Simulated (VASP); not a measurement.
# GaP (F-43m) in VASP: settings compared

The runs below take GaP through single point, with PBE, PBE+D4, r2SCAN.

Program: VASP 6.6.1. These are calculated values, not measurements. Logs are shortened: lines on timing, memory, paths and dates and some standing lists are left out, and cuts for length are marked.

**The experiment to reproduce.**

From “Stacking defects in GaP nanowires: Electronic structure and optical properties”, 2018, arxiv:1810.01194, for a bulk crystal of GaP at 10 K: band gap 2.34 eV (indirect).

The runs below are set against these values where they give the same quantity.

## Step 1: The cell of the first run

It takes space group F-43m (No. 216, cubic). Conventional cell: a = 5.489 Å, b = 5.489 Å, c = 5.489 Å, α = 90.00°, β = 90.00°, γ = 90.00°. Within 3.1 Å of Ga (site symmetry -43m) lie 4 P at 2.38 Å. P (site symmetry -43m) has 4 Ga at 2.38 Å within 3.1 Å.

## Step 2: Single point, PBE

File INCAR:

```
SYSTEM = GaP
PREC = Accurate ; ENCUT = 520
EDIFF = 1E-6 ; ISMEAR = 0
SIGMA = 0.05 ; LREAL = .FALSE.
LASPH = .TRUE. ; NELM = 80
ALGO = Normal ; ISIF = 2
LWAVE = .FALSE. ; LCHARG = .FALSE.
GGA = PE ; NBANDS = 16
```

File KPOINTS:

```
Automatic mesh
0
G
  6 6 6
  0 0 0
```

File POSCAR:

```
GaP
1.0
    0.0000000000      2.7444220656      2.7444220656
    2.7444220656      0.0000000000      2.7444220656
    2.7444220656      2.7444220656      0.0000000000
Ga P
1 1
Direct
    0.0000000000      0.0000000000      0.0000000000
    0.7500000000      0.7500000000      0.7500000000
```

Potentials or basis: VASP PAW PBE potentials, release 64 (Ga_d, P).

Run with:

```
cat potpaw_PBE.64/Ga_d/POTCAR potpaw_PBE.64/P/POTCAR > POTCAR
mpirun -np 1 vasp_std > vasp.out
```

OUTCAR:

```text
SYSTEM = GaP
   PREC = Accurate
   ENCUT = 520
   EDIFF = 1E-6
   ISMEAR = 0
   LREAL = .FALSE.
   LASPH = .TRUE.
   NELM = 80
   ISIF = 2
   GGA = PE

 ion  position               nearest neighbor table
   1  0.000  0.000  0.000-   2 2.38   2 2.38   2 2.38   2 2.38
   2  0.750  0.750  0.750-   1 2.38   1 2.38   1 2.38   1 2.38

  LATTYP: Found a face centered cubic cell.
 ALAT       =     5.4888441312

  Lattice vectors:

 A1 = (   0.0000000000,   2.7444220656,   2.7444220656)
 A2 = (   2.7444220656,   0.0000000000,   2.7444220656)
 A3 = (   2.7444220656,   2.7444220656,   0.0000000000)

Analysis of symmetry for initial positions (statically):
=====================================================================
 Subroutine PRICEL returns:
 Original cell was already a primitive cell.

 Routine SETGRP: Setting up the symmetry group for a
 face centered cubic supercell.

 Subroutine GETGRP returns: Found 24 space group operations
 (whereof 24 operations were pure point group operations)
 out of a pool of 48 trial point group operations.

The static configuration has the point symmetry T_d .

Analysis of symmetry for dynamics (positions and initial velocities):
=====================================================================
 Subroutine PRICEL returns:
 Original cell was already a primitive cell.

 Routine SETGRP: Setting up the symmetry group for a
 face centered cubic supercell.

 Subroutine GETGRP returns: Found 24 space group operations
 (whereof 24 operations were pure point group operations)
 out of a pool of 48 trial point group operations.

The dynamic configuration has the point symmetry T_d .

 Subroutine INISYM returns: Found 24 space group operations
 (whereof 24 operations are pure point group operations),
 and found     1 'primitive' translations

----------------------------------------------------------------------------------------

                                     Primitive cell

  volume of cell :      41.3412

  direct lattice vectors                    reciprocal lattice vectors
     0.000000000  2.744422066  2.744422066    -0.182187720  0.182187720  0.182187720
     2.744422066  0.000000000  2.744422066     0.182187720 -0.182187720  0.182187720
     2.744422066  2.744422066  0.000000000     0.182187720  0.182187720 -0.182187720

  length of vectors
     3.881198906  3.881198906  3.881198906     0.315558388  0.315558388  0.315558388

  position of ions in fractional coordinates (direct lattice)
     0.000000000  0.000000000  0.000000000
     0.750000000  0.750000000  0.750000000

  ion indices of the primitive-cell ions
   primitive index   ion index
                 1           1
                 2           2

----------------------------------------------------------------------------------------

 KPOINTS: Automatic mesh

Automatic generation of k-mesh.
 Grid dimensions read from file:
 generate k-points for:    6    6    6

 Generating k-lattice:

  Cartesian coordinates                     Fractional coordinates (reciprocal lattice)
    -0.030364620  0.030364620  0.030364620     0.166666667  0.000000000  0.000000000
     0.030364620 -0.030364620  0.030364620     0.000000000  0.166666667  0.000000000
     0.030364620  0.030364620 -0.030364620     0.000000000  0.000000000  0.166666667

  Length of vectors
     0.052593065  0.052593065  0.052593065

  Shift w.r.t. Gamma in fractional coordinates (k-lattice)
     0.000000000  0.000000000  0.000000000

 Subroutine IBZKPT returns following result:
 ===========================================

 Found     16 irreducible k-points:

 Following reciprocal coordinates:
            Coordinates               Weight
  0.000000  0.000000  0.000000      1.000000
  0.166667  0.000000  0.000000      8.000000
  0.333333  0.000000  0.000000      8.000000
  0.500000  0.000000  0.000000      4.000000
  0.166667  0.166667  0.000000      6.000000
  0.333333  0.166667  0.000000     24.000000
[... 8 lines left out ...]
 -0.333333  0.333333  0.166667     24.000000
 -0.333333  0.500000  0.166667     12.000000
   k-points           NKPTS =     16   k-points in BZ     NKDIM =     16   number of bands    NBANDS=     16
   number of dos      NEDOS =    301   number of ions     NIONS =      2
   total plane-waves  NPLWV =  27000
   dimension x,y,z NGX =    30 NGY =   30 NGZ =   30
   dimension x,y,z NGXF=    60 NGYF=   60 NGZF=   60
   ions per type =               1   1
   NGX,Y,Z   is equivalent  to a cutoff of  12.85, 12.85, 12.85 a.u.
   NGXF,Y,Z  is equivalent  to a cutoff of  25.70, 25.70, 25.70 a.u.
 SYSTEM =  GaP
   PREC   = accura    normal or accurate (medium, high low for compatibility)
   ISTART =      0    job   : 0-new  1-cont  2-samecut
   ICHARG =      2    charge: 1-file 2-atom 10-const
   ISPIN  =      1    spin polarized calculation?
   LNONCOLLINEAR =      F non collinear calculations
   LSORBIT =      F    spin-orbit coupling
   LASPH  =      T    aspherical Exc in radial PAW
   ENCUT  =  520.0 eV  38.22 Ry    6.18 a.u.   7.22  7.22  7.22*2*pi/ulx,y,z
   NELM   =     80;   NELMIN=  2; NELMDL= -5     # of ELM steps
   EDIFF  = 0.1E-05   stopping-criterion for ELM
   LREAL  =      F    real-space projection
   EDIFFG = 0.1E-04   stopping-criterion for IOM
   NSW    =      0    number of steps for IOM
   IBRION =     -1    ionic relax: 0-MD 1-quasi-New 2-CG
   NFREE  =      0    steps in history (QN), initial steepest desc. (CG)
   ISIF   =      2    stress and relaxation
   ISYM   =      2    0-nonsym 1-usesym 2-fastsym
   POTIM  = 0.5000    time-step for ionic-motion
   TEBEG  =    0.0;   TEEND  =   0.0 temperature during run
   PSTRESS=    0.0 pullay stress
   NELECT =      18.0000    total number of electrons
   NUPDOWN=      -1.0000    fix difference up-down
   EMIN   =  10.00;   EMAX   =-10.00  energy-range for DOS
   EFERMI =   0.00;   METHOD = LEGACY
   ISMEAR =     0;   SIGMA  =   0.05  broadening in eV -4-tet -1-fermi 0-gaus
   EFERMI_NEDOS =   21; number of points for ismear=-14 and -15
   IALGO  =     38    algorithm
   IMIX   =      4    mixing-type and parameters
     AMIX     =   0.40;   BMIX     =  1.00
     AMIX_MAG =   1.60;   BMIX_MAG =  1.00
  volume/ion in A,a.u.               =      20.67       139.49
  Fermi-wavevector in a.u.,A,eV,Ry     =   1.240809  2.344788 20.947608  1.539606
  Thomas-Fermi vector in A             =   2.375233
   LORBIT       =      0    0 simple, 1 ext, 2 COOP (PROOUT), +10 PAW based schemes
   GGA     = PE    functional components
   LHFCALC =     F    Hartree Fock is set to
   AEXX    =    0.0000 exact exchange contribution
   IVDW    =     0    specifies the selected vdW correction
   LEPSILON=     F    determine dielectric tensor
   LRPA    =     F    only Hartree local field effects (RPA)
 non-spin polarized calculation
 Gauss-broadening in eV      SIGMA  =   0.05
  energy-cutoff  :      520.00
  volume of cell :       41.34
 maximum number of plane-waves:      1139
 NGX is ok and might be reduce to    30
   NGX = 15   NGY = 15   NGZ = 15

 number of electron      17.9999997 magnetization

 Free energy of the ion-electron system (eV)
  ---------------------------------------------------
  ext. energy  EPLUGINS =         0.00000000
  ---------------------------------------------------
  free energy    TOTEN  =        -9.11107925 eV

  energy without entropy =       -9.11107925  energy(sigma->0) =       -9.11107925

 E-fermi :   4.6970     XC(G=0):  -9.7346

 val. band max:        4.4464007154   @ k =   0.0000   0.0000   0.0000
 cond. band min:       6.0523403896   @ k =   0.5000   0.0000   0.0000
 fundamental gap:      1.6059396742
 Fermi energy:         4.6969581201

 k-point     1 :       0.0000    0.0000    0.0000
  band No.  band energies     occupation
      1     -10.0778      2.00000
      2     -10.0778      2.00000
      3     -10.0778      2.00000
      4      -9.9846      2.00000
      5      -9.9846      2.00000
      6      -7.8903      2.00000
[... 8 lines left out ...]
     15      14.2012      0.00000
     16      14.2012      0.00000

 k-point     2 :       0.1667    0.0000    0.0000
  band No.  band energies     occupation
      1     -10.0984      2.00000
      2     -10.0705      2.00000
      3     -10.0705      2.00000
      4      -9.9845      2.00000
      5      -9.9845      2.00000
      6      -7.5441      2.00000
[... 8 lines left out ...]
     15      13.3971      0.00000
     16      14.4099      0.00000

 k-point     3 :       0.3333    0.0000    0.0000
  band No.  band energies     occupation
      1     -10.1354      2.00000
      2     -10.0588      2.00000
      3     -10.0588      2.00000
      4      -9.9812      2.00000
      5      -9.9812      2.00000
      6      -6.6249      2.00000
[... 8 lines left out ...]
     15      14.0546      0.00000
     16      14.0796      0.00000

 k-point     4 :       0.5000    0.0000    0.0000
  band No.  band energies     occupation
      1     -10.1523      2.00000
      2     -10.0547      2.00000
      3     -10.0547      2.00000
      4      -9.9777      2.00000
      5      -9.9777      2.00000
      6      -5.8918      2.00000
[... 8 lines left out ...]
     15      16.0631      0.00000
     16      16.0631      0.00000
[... 172 lines left out ...]
 k-point    14 :       0.5000    0.3333    0.1667
  band No.  band energies     occupation
      1     -10.1577      2.00000
      2     -10.0458      2.00000
      3     -10.0354      2.00000
      4      -9.9975      2.00000
      5      -9.9745      2.00000
      6      -5.8722      2.00000
[... 8 lines left out ...]
     15      16.1377      0.00000
     16      17.5792      0.00000

 k-point    15 :      -0.3333    0.3333    0.1667
  band No.  band energies     occupation
      1     -10.1635      2.00000
      2     -10.0457      2.00000
      3     -10.0292      2.00000
      4      -9.9944      2.00000
      5      -9.9773      2.00000
      6      -5.2483      2.00000
[... 8 lines left out ...]
     15      16.7880      0.00000
     16      17.0976      0.00000

 k-point    16 :      -0.3333    0.5000    0.1667
  band No.  band energies     occupation
      1     -10.1739      2.00000
      2     -10.0353      2.00000
      3     -10.0216      2.00000
      4     -10.0035      2.00000
      5      -9.9723      2.00000
      6      -4.9567      2.00000
[... 8 lines left out ...]
     15      16.2543      0.00000
     16      17.9147      0.00000

------------------------ aborting loop because EDIFF is reached ----------------------------------------

  FORCE on cell =-STRESS in cart. coord.  units (eV):
  Direction    XX          YY          ZZ          XY          YZ          ZX
  --------------------------------------------------------------------------------------
  -------------------------------------------------------------------------------------
  Total        0.1770278      0.1770278      0.1770278     -0.0000000      0.0000000      0.0000000
  in kB        6.8607148      6.8607148      6.8607148     -0.0000000      0.0000000      0.0000000
  external PRESSURE =       6.8607148 kB  Pullay stress =       0.0000000 kB

 VOLUME and BASIS-vectors are now :
 -----------------------------------------------------------------------------
  energy-cutoff  :      520.00
  volume of cell :       41.34
      direct lattice vectors                 reciprocal lattice vectors
     0.000000000  2.744422066  2.744422066    -0.182187720  0.182187720  0.182187720
     2.744422066  0.000000000  2.744422066     0.182187720 -0.182187720  0.182187720
     2.744422066  2.744422066  0.000000000     0.182187720  0.182187720 -0.182187720

 POSITION                                       TOTAL-FORCE (eV/Angst)
 -----------------------------------------------------------------------------------
      0.00000      0.00000      0.00000         0.000000      0.000000      0.000000
      4.11663      4.11663      4.11663        -0.000000     -0.000000     -0.000000
 -----------------------------------------------------------------------------------
    total drift:                               -0.000002     -0.000002     -0.000002

  FREE ENERGIE OF THE ION-ELECTRON SYSTEM (eV)
  ---------------------------------------------------
  free  energy   TOTEN  =        -9.1110792454 eV

  energy  without entropy=       -9.1110792454  energy(sigma->0) =       -9.11107925
```

It took 6.7 s on 1 thread of Intel Xeon 6975P-C (Granite Rapids), shared host; peak memory 0.16 GiB.

What came out:

* Free energy: -9.1111 eV
* Pressure: 0.7 GPa
* Band gap on the k mesh: 1.61 eV, indirect (least direct gap 1.65 eV)

Levels at points of the mesh, in eV from the valence-band top:
```csv
k point,band 5,band 6,band 7,band 8,band 9,band 10,band 11,band 12,band 13,band 14
"(0.00, 0.00, 0.00)",-14.43,-12.34,0.00,0.00,0.00,1.65,3.89,3.89,3.89,8.71
"(0.50, 0.00, 0.00)",-14.42,-10.34,-6.52,-1.09,-1.09,1.61,4.72,4.72,8.24,10.74
"(0.50, 0.50, 0.00)",-14.41,-9.47,-6.66,-2.61,-2.61,1.69,1.84,10.44,10.44,11.01
```

## Step 3: Single point, PBE+D4

This run uses another cell than the first one, of 20.25 Å³/atom, 0.980 times its volume.

File INCAR:

```
ALGO = Normal ; EDIFF = 1E-6
ENCUT = 520 ; GGA = PE
ISIF = 2 ; ISMEAR = 0
IVDW = 13 ; LASPH = T
LCHARG = F ; LREAL = F
LWAVE = F ; NBANDS = 16
NELM = 80 ; PREC = Accurate
SIGMA = 0.05
```

File KPOINTS:

```
k-points
0
Gamma
  8 8 8
```

File POSCAR:

```
GaP
1.0
    0.0000000000      2.7256965861      2.7256965861
    2.7256965861      0.0000000000      2.7256965861
    2.7256965861      2.7256965861      0.0000000000
Ga P
1 1
Direct
    0.0000000000      0.0000000000      0.0000000000
    0.7500000000      0.7500000000      0.7500000000
```

Potentials or basis: VASP PAW PBE potentials, release 64 (Ga_d, P).

Run with:

```
cat potpaw_PBE.64/Ga_d/POTCAR potpaw_PBE.64/P/POTCAR > POTCAR
mpirun -np 1 vasp_std > vasp.out
```

It took 10 s on 1 thread of Intel Xeon 6975P-C (Granite Rapids), shared host; peak memory 0.17 GiB.

It converged, with:

```yaml
Free_energy: -9.9423 eV
Pressure: -0.9 GPa
Band_gap_on_the_k_mesh: 1.64 eV, indirect (least direct gap 1.82 eV)
Dispersion_energy_per_atom: -0.413 eV
```

Levels at points of the mesh, in eV from the valence-band top:
```csv
k point,band 5,band 6,band 7,band 8,band 9,band 10,band 11,band 12,band 13,band 14
"(0.00, 0.00, 0.00)",-14.45,-12.49,0.00,0.00,0.00,1.82,3.89,3.89,3.89,8.80
"(0.50, 0.00, 0.00)",-14.44,-10.42,-6.63,-1.12,-1.12,1.67,4.72,4.72,8.29,10.89
"(0.50, 0.50, 0.00)",-14.43,-9.52,-6.75,-2.68,-2.68,1.66,1.82,10.59,10.59,11.19
```

(Continued in part 2 of 3.)
